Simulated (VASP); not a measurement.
A run of VASP 6.6.1 is set up as follows.

File INCAR:

```
SYSTEM = Cs4Zn
PREC = Accurate
ENCUT = 520
EDIFF = 1E-7
ISMEAR = 0
SIGMA = 0.1
LREAL = .False.
LASPH = .True.
NELM = 100
ALGO = Fast
ISIF = 2
LWAVE = .False.
LCHARG = .True.
GGA = PE
LELF = .True.
LVHAR = .True.
NBANDS = 32
```

File KPOINTS:

```
Automatic mesh
0
Gamma
  4 4 4
  0 0 0
```

File POSCAR:

```
Cs4Zn
1.0
   -4.6950964919      4.6950964919      4.5500692356
    4.6950964919     -4.6950964919      4.5500692356
    4.6950964919      4.6950964919     -4.5500692356
Cs Zn
4 1
Direct
    0.4347100322      0.9347100322      0.8694200645
    0.0652899678      0.5652899678      0.1305799355
    0.9347100322      0.0652899678      0.5000000000
    0.5652899678      0.4347100322      0.5000000000
    0.5000000000      0.5000000000      0.0000000000
```

Potentials or basis: VASP PAW PBE potentials, release 64 (Cs_sv, Zn).

Launch:

```bash
$ cat potpaw_PBE.64/Cs_sv/POTCAR potpaw_PBE.64/Zn/POTCAR > POTCAR
$ mpirun -np 1 vasp_std > vasp.out
```

Problem. Estimate the band gap on the k mesh.

Solution. Zero (bands 24 and 25 overlap by 0.92 eV).

Problem. What does it give for the pressure?

Solution. 0.2 GPa.

Problem. Estimate the largest force.

Solution. 0.004 eV/Å.

Stress tensor (GPa, compression positive):
```
0.27 0.00 0.00
0.00 0.27 0.00
0.00 0.00 0.10
```

Caveat: spin-orbit coupling is left out, which moves the levels of the heavy elements.
